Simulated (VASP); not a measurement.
Write the native input for VASP 6.6.1 that does the following.

```
Task                               : single point
Functional                         : PBE0
Potentials or basis                : VASP PAW PBE potentials, release 64 (Mg)
Cutoff                             : 520 eV
k mesh                             : 9 × 9 × 6
Occupations                        : gaussian, width 0.1 eV
Spin                               : no spin polarisation
Dipole correction                  : no
Grid for exact exchange (PRECFOCK) : Normal
Further INCAR settings             : ALGO = Normal; EDIFF = 1e-06; NBANDS = 9
```

Mg:

```
CELL_PARAMETERS angstrom
3.19473 0.00000 0.00000
-1.59737 2.76672 0.00000
0.00000 0.00000 5.19006
ATOMIC_POSITIONS crystal
Mg 0.33333 0.66667 0.25000
Mg 0.66667 0.33333 0.75000
```

These files were run (other wordings do the same):

POSCAR

```
Mg
1.0
    3.1947340000      0.0000000000      0.0000000000
   -1.5973670000      2.7667210000      0.0000000000
    0.0000000000      0.0000000000      5.1900560000
Mg
2
Direct
    0.3333330000      0.6666670000      0.2500000000
    0.6666670000      0.3333330000      0.7500000000
```

INCAR.step1

```
SYSTEM = Mg
ALGO = Normal
EDIFF = 1E-5
ENCUT = 520
GGA = PE
ISIF = 2
ISMEAR = 0
LASPH = .TRUE.
LCHARG = .FALSE.
LREAL = .FALSE.
LWAVE = .TRUE.
NBANDS = 9
NELM = 100
PREC = Accurate
SIGMA = 0.1
```

INCAR.step2

```
SYSTEM = Mg
AEXX = 0.25
ALGO = Normal
EDIFF = 1E-6
ENCUT = 520
GGA = PE
ISIF = 2
ISMEAR = 0
ISTART = 1
LASPH = .TRUE.
LCHARG = .FALSE.
LHFCALC = .TRUE.
LREAL = .FALSE.
LWAVE = .FALSE.
NBANDS = 9
NELM = 100
PREC = Accurate
PRECFOCK = Normal
SIGMA = 0.1
```

KPOINTS

```
k-points
0
G
  9 9 6
  0 0 0
```

Potentials or basis: VASP PAW PBE potentials, release 64 (Mg).

Run with:

```bash
$ cat potpaw_PBE.64/Mg/POTCAR > POTCAR
$ cp INCAR.step1 INCAR
$ mpirun -np 1 vasp_std > vasp.out
$ cp INCAR.step2 INCAR
$ mpirun -np 1 vasp_std > vasp.out
```

Results of the run:

```yaml
Pressure: -0.2 GPa
Band_gap_on_the_k_mesh: zero (band 2 reaches 4.46 eV, above the bottom of band 3 at 1.00 eV)
```

Caveat: the PAW data sets were made with another functional, which shifts forces and pressure a little.

It took 16 min on 1 thread of Intel(R) Xeon(R) Platinum 8559C (Emerald Rapids), with other jobs on the host, peak memory 0.21 GiB.
